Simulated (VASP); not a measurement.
# Ru (P6_3/mmc) in VASP: further runs, part 2 of 2

VASP 6.6.1. The steps go on from the part before.

### 4 Single point, r2SCAN

File POSCAR:

```
Ru
1.0
    2.7059477279      0.0000000000      0.0000000000
   -1.3529738639      2.3434194737      0.0000000000
    0.0000000000      0.0000000000      4.2579056513
Ru
2
Direct
    0.3333333333      0.6666666667      0.2500000000
    0.6666666667      0.3333333333      0.7500000000
```

File INCAR.step1:

```
PREC = Accurate
ENCUT = 520
ISMEAR = 0
SIGMA = 0.01
LREAL = F
LASPH = T
NELM = 100
NBANDS = 21
GGA = PE
ALGO = Normal
EDIFF = 1E-4
LWAVE = T
LCHARG = F
```

File INCAR.step2:

```
PREC = Accurate
ENCUT = 520
EDIFF = 1E-7
ISMEAR = 0
SIGMA = 0.01
LREAL = F
LASPH = T
NELM = 100
ALGO = Normal
ISIF = 2
LWAVE = F
LCHARG = F
METAGGA = R2SCAN
LMIXTAU = T
NBANDS = 21
ISTART = 1
```

File KPOINTS:

```
regular mesh
0
Gamma
  13 13 8
```

Potentials or basis: VASP PAW PBE potentials, release 64 (Ru_pv).

The run is started by

```
$ cat potpaw_PBE.64/Ru_pv/POTCAR > POTCAR
$ cp INCAR.step1 INCAR
$ mpirun -np 1 vasp_std > vasp.out
$ cp INCAR.step2 INCAR
$ mpirun -np 1 vasp_std > vasp.out
```

OUTCAR:

```text
PREC = Accurate
   ENCUT = 520
   EDIFF = 1E-7
   ISMEAR = 0
   LREAL = F
   LASPH = T
   NELM = 100
   ISIF = 2
   METAGGA = R2SCAN
   ISTART = 1

 ion  position               nearest neighbor table
   1  0.333  0.667  0.250-   2 2.64   2 2.64   2 2.64   2 2.64   2 2.64   2 2.64
   2  0.667  0.333  0.750-   1 2.64   1 2.64   1 2.64   1 2.64   1 2.64   1 2.64

  LATTYP: Found a hexagonal cell.
 ALAT       =     2.7059477279
 C/A-ratio  =     1.5735358105

  Lattice vectors:

 A1 = (   2.7059477279,   0.0000000000,   0.0000000000)
 A2 = (  -1.3529738639,   2.3434194737,   0.0000000000)
 A3 = (   0.0000000000,   0.0000000000,   4.2579056513)

Analysis of symmetry for initial positions (statically):
=====================================================================
 Subroutine PRICEL returns:
 Original cell was already a primitive cell.

 Routine SETGRP: Setting up the symmetry group for a
 hexagonal supercell.

 Subroutine GETGRP returns: Found 24 space group operations
 (whereof 12 operations were pure point group operations)
 out of a pool of 24 trial point group operations.

The static configuration has the point symmetry D_3d.
 The point group associated with its full space group is D_6h.

Analysis of symmetry for dynamics (positions and initial velocities):
=====================================================================
 Subroutine PRICEL returns:
 Original cell was already a primitive cell.

 Routine SETGRP: Setting up the symmetry group for a
 hexagonal supercell.

 Subroutine GETGRP returns: Found 24 space group operations
 (whereof 12 operations were pure point group operations)
 out of a pool of 24 trial point group operations.

The dynamic configuration has the point symmetry D_3d.
 The point group associated with its full space group is D_6h.

 Subroutine INISYM returns: Found 24 space group operations
 (whereof 12 operations are pure point group operations),
 and found     1 'primitive' translations

----------------------------------------------------------------------------------------

                                     Primitive cell

  volume of cell :      27.0001

  direct lattice vectors                    reciprocal lattice vectors
     2.705947728  0.000000000  0.000000000     0.369556289  0.213363423  0.000000000
    -1.352973864  2.343419474  0.000000000     0.000000000  0.426726846  0.000000000
     0.000000000  0.000000000  4.257905651     0.000000000  0.000000000  0.234857247

  length of vectors
     2.705947728  2.705947728  4.257905651     0.426726846  0.426726846  0.234857247

  position of ions in fractional coordinates (direct lattice)
     0.333333333  0.666666667  0.250000000
     0.666666667  0.333333333  0.750000000

  ion indices of the primitive-cell ions
   primitive index   ion index
                 1           1
                 2           2

----------------------------------------------------------------------------------------

 KPOINTS: regular mesh

Automatic generation of k-mesh.
 Grid dimensions read from file:
 generate k-points for:   13   13    8

 Generating k-lattice:

  Cartesian coordinates                     Fractional coordinates (reciprocal lattice)
     0.028427407  0.016412571  0.000000000     0.076923077  0.000000000  0.000000000
     0.000000000  0.032825142  0.000000000     0.000000000  0.076923077  0.000000000
     0.000000000  0.000000000  0.029357156     0.000000000  0.000000000  0.125000000

  Length of vectors
     0.032825142  0.032825142  0.029357156

  Shift w.r.t. Gamma in fractional coordinates (k-lattice)
     0.000000000  0.000000000  0.000000000

 Subroutine IBZKPT returns following result:
 ===========================================

 Found    105 irreducible k-points:

 Following reciprocal coordinates:
            Coordinates               Weight
  0.000000  0.000000  0.000000      1.000000
  0.076923  0.000000  0.000000      6.000000
  0.153846  0.000000  0.000000      6.000000
  0.230769 -0.000000  0.000000      6.000000
  0.307692  0.000000  0.000000      6.000000
  0.384615  0.000000  0.000000      6.000000
[... 16 lines left out ...]
  0.076923  0.000000  0.125000     12.000000
  0.153846  0.000000  0.125000     12.000000
 [... further k-points ...]
   k-points           NKPTS =    105   k-points in BZ     NKDIM =    105   number of bands    NBANDS=     21
   number of dos      NEDOS =    301   number of ions     NIONS =      2
   total plane-waves  NPLWV =  12800
   dimension x,y,z NGX =    20 NGY =   20 NGZ =   32
   dimension x,y,z NGXF=    40 NGYF=   40 NGZF=   64
   ions per type =               2
   NGX,Y,Z   is equivalent  to a cutoff of  12.29, 12.29, 12.49 a.u.
   NGXF,Y,Z  is equivalent  to a cutoff of  24.57, 24.57, 24.99 a.u.
 SYSTEM =  unknown system
   PREC   = accura    normal or accurate (medium, high low for compatibility)
   ISTART =      1    job   : 0-new  1-cont  2-samecut
   ICHARG =      0    charge: 1-file 2-atom 10-const
   ISPIN  =      1    spin polarized calculation?
   LNONCOLLINEAR =      F non collinear calculations
   LSORBIT =      F    spin-orbit coupling
   LASPH  =      T    aspherical Exc in radial PAW
   ENCUT  =  520.0 eV  38.22 Ry    6.18 a.u.   5.03  5.03  7.92*2*pi/ulx,y,z
   NELM   =    100;   NELMIN=  2; NELMDL=  0     # of ELM steps
   EDIFF  = 0.1E-06   stopping-criterion for ELM
   LREAL  =      F    real-space projection
   EDIFFG = 0.1E-05   stopping-criterion for IOM
   NSW    =      0    number of steps for IOM
   IBRION =     -1    ionic relax: 0-MD 1-quasi-New 2-CG
   NFREE  =      0    steps in history (QN), initial steepest desc. (CG)
   ISIF   =      2    stress and relaxation
   ISYM   =      2    0-nonsym 1-usesym 2-fastsym
   POTIM  = 0.5000    time-step for ionic-motion
   TEBEG  =    0.0;   TEEND  =   0.0 temperature during run
   PSTRESS=    0.0 pullay stress
   NELECT =      28.0000    total number of electrons
   NUPDOWN=      -1.0000    fix difference up-down
   EMIN   =  10.00;   EMAX   =-10.00  energy-range for DOS
   EFERMI =   0.00;   METHOD = LEGACY
   ISMEAR =     0;   SIGMA  =   0.01  broadening in eV -4-tet -1-fermi 0-gaus
   EFERMI_NEDOS =   21; number of points for ismear=-14 and -15
   IALGO  =     38    algorithm
   IMIX   =      4    mixing-type and parameters
     AMIX     =   0.40;   BMIX     =  1.00
     AMIX_MAG =   1.60;   BMIX_MAG =  1.00
  volume/ion in A,a.u.               =      13.50        91.10
  Fermi-wavevector in a.u.,A,eV,Ry     =   1.657063  3.131395 37.359663  2.745858
  Thomas-Fermi vector in A             =   2.744880
   LORBIT       =      0    0 simple, 1 ext, 2 COOP (PROOUT), +10 PAW based schemes
   METAGGA = R2SCAN    functional components
   LHFCALC =     F    Hartree Fock is set to
   AEXX    =    0.0000 exact exchange contribution
   IVDW    =     0    specifies the selected vdW correction
   LEPSILON=     F    determine dielectric tensor
   LRPA    =     F    only Hartree local field effects (RPA)
 non-spin polarized calculation
 Gauss-broadening in eV      SIGMA  =   0.01
  energy-cutoff  :      520.00
  volume of cell :       27.00
 maximum number of plane-waves:       743
 NGX is ok and might be reduce to    20
   NGX =  9   NGY =  9   NGZ = 15

 number of electron      28.0000003 magnetization

 Free energy of the ion-electron system (eV)
  ---------------------------------------------------
  ext. energy  EPLUGINS =         0.00000000
  ---------------------------------------------------
  free energy    TOTEN  =       -50.85571923 eV

  energy without entropy =      -50.85560172  energy(sigma->0) =      -50.85566047

 E-fermi :  12.8794     XC(G=0): -15.4488

 val. band max:       12.8779083113   @ k =   0.2308   0.0769   0.2500
 cond. band min:      12.9137856624   @ k =   0.3077   0.1538   0.2500
 fundamental gap:      0.0358773511
 Fermi energy:        12.8794146634

 k-point     1 :       0.0000    0.0000    0.0000
  band No.  band energies     occupation
      1     -32.2877      2.00000
      2     -31.2643      2.00000
      3     -31.2642      2.00000
      4     -31.0726      2.00000
      5     -31.0726      2.00000
      6     -31.0167      2.00000
[... 13 lines left out ...]
     20      21.2334      0.00000
     21      23.8159      0.00000

 k-point     2 :       0.0769    0.0000    0.0000
  band No.  band energies     occupation
      1     -32.2655      2.00000
      2     -31.3105      2.00000
      3     -31.2800      2.00000
      4     -31.1211      2.00000
      5     -31.0788      2.00000
      6     -31.0273      2.00000
[... 520 lines left out ...]
 k-point    24 :       0.1538    0.0000    0.1250
  band No.  band energies     occupation
      1     -32.1657      2.00000
      2     -31.4265      2.00000
      3     -31.3139      2.00000
      4     -31.2852      2.00000
      5     -31.1055      2.00000
      6     -31.0785      2.00000
[... 13 lines left out ...]
     20      21.2334      0.00000
     21      24.5662      0.00000

 [... further k-points ...]
[... 5 lines left out ...]
  --------------------------------------------------------------------------------------
  -------------------------------------------------------------------------------------
  Total        0.2392004      0.2392004      0.1886549      0.0000000      0.0000000      0.0000000
  in kB       14.1940732     14.1940732     11.1947219      0.0000000      0.0000000      0.0000000
  external PRESSURE =      13.1942894 kB  Pullay stress =       0.0000000 kB

 VOLUME and BASIS-vectors are now :
 -----------------------------------------------------------------------------
  energy-cutoff  :      520.00
  volume of cell :       27.00
      direct lattice vectors                 reciprocal lattice vectors
     2.705947728  0.000000000  0.000000000     0.369556289  0.213363423  0.000000000
    -1.352973864  2.343419474  0.000000000     0.000000000  0.426726846  0.000000000
     0.000000000  0.000000000  4.257905651     0.000000000  0.000000000  0.234857247

 POSITION                                       TOTAL-FORCE (eV/Angst)
 -----------------------------------------------------------------------------------
     -0.00000      1.56228      1.06448        -0.000000     -0.000000      0.000000
      1.35297      0.78114      3.19343         0.000000      0.000000      0.000000
 -----------------------------------------------------------------------------------
    total drift:                               -0.000000      0.000000     -0.000000

  FREE ENERGIE OF THE ION-ELECTRON SYSTEM (eV)
  ---------------------------------------------------
  free  energy   TOTEN  =       -50.8557192253 eV

  energy  without entropy=      -50.8556017245  energy(sigma->0) =      -50.85566047
```

OUTCAR.step1:

```text
PREC = Accurate
   ENCUT = 520
   ISMEAR = 0
   LREAL = F
   LASPH = T
[... 800 lines left out ...]
 -----------------------------------------------------------------------------------
     -0.00000      1.56228      1.06448        -0.000000      0.000000      0.000000
      1.35297      0.78114      3.19343         0.000000     -0.000000      0.000000
 -----------------------------------------------------------------------------------
    total drift:                               -0.000000      0.000000     -0.000000

  FREE ENERGIE OF THE ION-ELECTRON SYSTEM (eV)
  ---------------------------------------------------
  free  energy   TOTEN  =       -18.4570729489 eV

  energy  without entropy=      -18.4569416384  energy(sigma->0) =      -18.45700729
```

Wall time 2.9 min (1 thread of Intel Xeon Platinum 8559C (Emerald Rapids), shared host); peak memory 0.16 GiB.

Results:

* Free energy: -50.8557 eV
* Pressure: 1.3 GPa
* Band gap on the k mesh: zero (bands 14 and 15 overlap by 3.25 eV)

Levels at points of the mesh, in eV from the Fermi level:
| k point | band 11 | band 12 | band 13 | band 14 | band 15 | band 16 | band 17 | band 18 |
| --- | --- | --- | --- | --- | --- | --- | --- | --- |
| (0.00, 0.00, 0.00) | -2.53 | -2.06 | -2.06 | -1.57 | -1.57 | 1.19 | 1.19 | 1.38 |
| (0.00, 0.00, 0.50) | -2.97 | -2.97 | -2.86 | -2.86 | 0.52 | 0.52 | 0.52 | 0.52 |

Caveat: the PAW data sets were made with another functional, which shifts forces and pressure a little.

### 5 Single point, r2SCAN

POSCAR is that of step 4.

Changes to INCAR.step1 since step 4:

```diff
@@ -3,3 +3,3 @@
 ISMEAR = 0
-SIGMA = 0.01
+SIGMA = 0.03
 LREAL = F
```

File INCAR.step2:

```
PREC = Accurate
ENCUT = 520
EDIFF = 1E-6
ISMEAR = 0
SIGMA = 0.03
LREAL = F
LASPH = T
NELM = 100
ALGO = Normal
ISIF = 2
LWAVE = F
LCHARG = T
METAGGA = R2SCAN
LMIXTAU = T
LELF = T
LVHAR = T
NBANDS = 21
ISTART = 1
```

File KPOINTS:

```
Automatic mesh
0
Gamma
  13 13 8
```

The run is started by

```
$ cat potpaw_PBE.64/Ru_pv/POTCAR > POTCAR
$ cp INCAR.step1 INCAR
$ mpirun -np 1 vasp_std > vasp.out
$ cp INCAR.step2 INCAR
$ mpirun -np 1 vasp_std > vasp.out
```

Wall time 2.3 min (1 thread of Intel Xeon Platinum 8559C (Emerald Rapids), shared host); peak memory 0.17 GiB.

Results (log left out):

```
Free energy            : -50.8560 eV
Pressure               : 1.3 GPa
Band gap on the k mesh : zero (bands 14 and 15 overlap by 3.25 eV)
```

Stress tensor (GPa, compression positive):
```
1.41 0.00 0.00
0.00 1.41 0.00
0.00 0.00 1.12
```

Levels at points of the mesh, in eV from the Fermi level:
```tsv
k point	band 12	band 13	band 14	band 15	band 16	band 17
(0.00, 0.00, 0.00)	-2.06	-2.06	-1.57	-1.57	1.19	1.19
(0.00, 0.00, 0.50)	-2.98	-2.86	-2.86	0.52	0.52	0.52
```

Caveat: the PAW data sets were made with another functional, which shifts forces and pressure a little.

### 6 The runs side by side

```csv
smearing,gap on the mesh (eV),pressure (GPa)
fermi-dirac 0.6 eV,none,12.6
fermi-dirac 1 eV,none,29.9
gaussian 0.01 eV,none,1.3
gaussian 0.03 eV,none,1.3
```

Alike in all rows: task single point; level r2SCAN; potentials or basis VASP PAW PBE potentials, release 64 (Ru_pv); no spin polarisation; cell as given; k mesh 13 × 13 × 8; cutoff (eV) 520.

Caveats: the PAW data sets were made with another functional, which shifts forces and pressure a little; so wide a smearing shifts energies and pressures (at least some runs); the cell stands under pressure (at least some runs); the stress differs along the axes, from 27 to 35 GPa (at least some runs).

Total energies depend on the potentials used, so only differences within one code and one set of settings carry meaning.

The gap in the log of VASP goes by the Fermi energy; the results here count the filled bands.